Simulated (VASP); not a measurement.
Li, 1 atom in the cell. Symmetry: Fm-3m, No. 225, cubic system. The conventional cell has a = 4.618 Å, b = 4.618 Å, c = 4.618 Å, α = 90.00°, β = 90.00°, γ = 90.00°. Within 4.3 Å of Li (site symmetry m-3m) lie 12 Li at 3.27 Å.  This cell differs from its parent crystal: strained.

* Program: VASP 6.6.1
* Task: single point
* Functional: PBEsol
* Potentials or basis: VASP PAW PBE potentials, release 64 (Li_sv)
* Cutoff: 520 eV
* k mesh: 16 × 16 × 16
* Occupations: gaussian, width 0.1 eV
* Spin: no spin polarisation
* Dipole correction: no
* Further INCAR settings: ALGO = Fast; EDIFF = 1e-07; NBANDS = 8

Potentials or basis: VASP PAW PBE potentials, release 64 (Li_sv).

Command:

```sh
$ cat potpaw_PBE.64/Li_sv/POTCAR > POTCAR
$ mpirun -np 1 vasp_std > vasp.out
```

Hardware: 1 thread of Intel Xeon 6975P-C, on a shared host.

How long does it take, and how much memory?

It took 20 s on 1 thread of Intel Xeon 6975P-C, on a shared host, peak memory 0.14 GiB. Counts: scf iterations 14, k points 145.
